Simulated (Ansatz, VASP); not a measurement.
Fe: VASP beside Ansatz

```xyz
2
Lattice="-1.4327 1.4327 1.4327 2.8654 -2.8654 2.8654 1.4327 1.4327 -1.4327" Properties=species:S:1:pos:R:3 pbc="T T T"
Fe    0.0000    0.0000    0.0000
Fe    1.4327   -1.4327    1.4327
```

Alike in both runs: task single point; functional r2SCAN; k mesh 12 × 6 × 12; occupations fermi-dirac, width 0.05 eV; collinear spin.

```csv
,VASP,Ansatz
version,VASP 6.6.1,Ansatz 0.2.0
potentials or method,"VASP PAW PBE potentials, release 64 (Fe), cutoff 520 eV","PAW, plane waves, scalar-relativistic"
valence electrons in the cell,16,32
```

```tsv
	VASP	Ansatz	Ansatz less VASP
pressure (GPa)	1.1	1.4	+0.27
net moment per atom (μB)	2.69	2.69	-0.002
size of the moment on the site where the two differ most (μB)	2.75	2.84	+0.083
```

VASP's potentials were made for PBE, not for r2SCAN. Site moments also hang on the region over which each program counts them. VASP's potentials hold 16 valence electrons a cell and Ansatz's 32, so a difference there can come from the potentials and not from the codes. Ansatz's warnings: stability check not made.
